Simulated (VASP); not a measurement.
AlN:

```xyz
4
Lattice="2.9960 0.0000 0.0000 -1.4980 2.5946 0.0000 0.0000 0.0000 4.5481" Properties=species:S:1:pos:R:3 pbc="T T T"
Al    0.0000    1.7297    0.0069
Al    1.4980    0.8649    2.2810
N     0.0000    1.7297    1.7441
N     1.4980    0.8649    4.0182
```

* Program: VASP 6.6.1
* Task: relaxation of the atoms
* Functional: LDA
* Potentials or basis: VASP PAW LDA potentials, release 64 (Al, N)
* Cutoff: 520 eV
* k mesh: 9 × 9 × 6
* Occupations: gaussian, width 0.05 eV
* Spin: no spin polarisation

At the start: pressure 41.8 GPa; volume 8.84 Å³/atom.

How do energy, volume and symmetry change on relaxing?

Over 3 steps the energy falls by 25.8 meV/atom; space group P6_3mc (No. 186, to 0.05 Å).

The path:
```tsv
step	energy change (eV)	largest force (eV/Å)	pressure (GPa)
1	0.0000	1.5364	41.76
2	-0.0246	0.9466	38.95
3	-0.1034	0.0003	39.50
```

Final structure:
```xyz
4
Lattice="2.9960 0.0000 0.0000 -1.4980 2.5946 0.0000 0.0000 0.0000 4.5481" Properties=species:S:1:pos:R:3 pbc="T T T"
Al    0.0000    1.7297    4.5186
Al    1.4980    0.8649    2.2446
N     0.0000    1.7297    1.7805
N     1.4980    0.8649    4.0545
```
